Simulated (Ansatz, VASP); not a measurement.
# Ga3SbN2 in VASP and in Ansatz

```
Ga Sb N
1.0
     5.75681    0.00000    0.00000
    -2.87841    4.98555    0.00000
     0.00000    0.00000    5.80313
Ga Sb N
3 1 2
Direct
  0.50000 0.00000 0.50000
  0.00000 0.50000 0.50000
  0.50000 0.50000 0.50000
  0.00000 0.00000 0.00000
  0.00000 0.00000 0.39923
  0.00000 0.00000 0.60077
```

Alike in both runs: functional PBE; k mesh 6 × 6 × 2; occupations gaussian, width 0.1 eV; no spin polarisation.

Ansatz relaxed the structure, and its values are those at the end. VASP's run is a single point on that final structure, the one shown.

|  | VASP | Ansatz |
| --- | --- | --- |
| version | VASP 6.6.1 | Ansatz 0.2.0 |
| potentials or method | VASP PAW PBE potentials, release 64 (Ga_d, Sb, N), cutoff 520 eV | scalar-relativistic, plane waves, PAW |
| valence electrons in the cell | 54 | 64 |

```csv
,VASP,Ansatz,Ansatz less VASP
gap on the k mesh at the Fermi level (eV),none,none,-
pressure (GPa),0.2,0.0,-0.15
rms of the force components (eV/Å),0.223,0.003,-0.2199
```

A gap of «none» marks a metal or a gap that the smearing closes. One of these differences is far larger than is usual between the two programs; its cause wasn't traced. With one functional, cell and mesh, what is left measures potentials, basis and numerics. VASP's potentials hold 54 valence electrons a cell and Ansatz's 64, so a difference there can come from the potentials and not from the codes.

The k mesh is coarse, so the values compare programs but aren't converged. Neither program's run includes spin-orbit coupling. Noted on VASP's run: the standard files for N, O and F lose accuracy on very short bonds.
